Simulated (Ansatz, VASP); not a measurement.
# Two plane-wave programs on H6C2SO2

```xyz
22
Lattice="3.6150 -3.9093 0.0000 3.6150 3.9093 0.0000 0.0000 0.0000 7.6693" Properties=species:S:1:pos:R:3 pbc="T T T"
H     3.6150   -2.3535    4.2055
H     3.6150    2.3535    0.3708
H     3.6150    2.3535    3.4638
H     3.6150   -2.3535    7.2985
H     4.5214   -1.1059    3.2468
H     2.7086    1.1059    7.0815
H     4.5214    1.1059    4.4225
H     2.7086   -1.1059    0.5879
H     2.7086    1.1059    4.4225
H     4.5214   -1.1059    0.5879
H     2.7086   -1.1059    3.2468
H     4.5214    1.1059    7.0815
C     3.6150   -1.7274    3.3001
C     3.6150    1.7274    7.1348
C     3.6150    1.7274    4.3692
C     3.6150   -1.7274    0.5346
S     3.6150   -2.8181    1.9173
S     3.6150    2.8181    5.7520
O     1.2428    0.3220    1.9173
O     5.9872   -0.3220    5.7520
O     1.2428   -0.3220    5.7520
O     5.9872    0.3220    1.9173
```

Alike in both runs: functional PBEsol; k mesh 4 × 4 × 4; occupations gaussian, width 0.02 eV; no spin polarisation.

Ansatz relaxed the structure, and its values are those at the end. VASP's run is a single point on that final structure, the one shown.

|  | VASP | Ansatz |
| --- | --- | --- |
| version | VASP 6.6.1 | Ansatz 0.2.0 |
| potentials or method | VASP PAW PBE potentials, release 64 (H, C, S, O), cutoff 520 eV | scalar-relativistic, plane waves, PAW |
| valence electrons in the cell | 64 | 64 |

|  | VASP | Ansatz | Ansatz less VASP |
| --- | --- | --- | --- |
| gap on the k mesh at the Fermi level (eV) | 6.13 | 6.14 | +0.011 |
| least direct gap on the mesh (eV) | 6.13 | 6.14 | +0.011 |
| pressure (GPa) | -0.3 | 0.0 | +0.34 |
| rms of the force components (eV/Å) | 0.035 | 0.001 | -0.0346 |

VASP's potentials were made for PBE, not for PBEsol. The functional is the same, so the differences come from potentials, cutoffs and numerics.
